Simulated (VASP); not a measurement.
Here is a VASP 6.6.1 calculation.

INCAR

```
SYSTEM = TePb
PREC     = Accurate       ! precision mode
ENCUT    = 520            ! plane-wave cutoff, eV
EDIFF    = 1E-6           ! SCF threshold, eV
ISMEAR   = 0              ! smearing method
SIGMA    = 0.01           ! smearing width, eV
LREAL    = .FALSE.        ! projectors in reciprocal space
LASPH    = .TRUE.         ! aspherical terms in the spheres
NELM     = 100            ! most SCF steps
ALGO     = Normal         ! electronic algorithm
ISIF     = 2              ! what is computed and relaxed
LWAVE    = .FALSE.        ! write WAVECAR
LCHARG   = .FALSE.        ! write CHGCAR
GGA      = PE             ! functional
NBANDS   = 17             ! bands
```

The input KPOINTS:

```
regular mesh
0
G
  6 6 6
  0 0 0
```

POSCAR

```
TePb
1.0
    0.0000000000      3.1580961058      3.1580961058
    3.1580961058      0.0000000000      3.1580961058
    3.1580961058      3.1580961058      0.0000000000
Te Pb
1 1
Direct
    0.5000000000      0.5000000000      0.5000000000
    0.0000000000      0.0000000000      0.0000000000
```

Potentials or basis: VASP PAW PBE potentials, release 64 (Te, Pb_d).

The run is started by

```bash
$ cat potpaw_PBE.64/Te/POTCAR potpaw_PBE.64/Pb_d/POTCAR > POTCAR
$ mpirun -np 1 vasp_std > vasp.out
```

(1) Estimate the band gap on the k mesh.

(2) Predict the pressure.

## Answers

(1) 0.57 eV, direct.

(2) 5.9 GPa.

Caveat: spin-orbit coupling is left out, which moves the levels of the heavy elements.
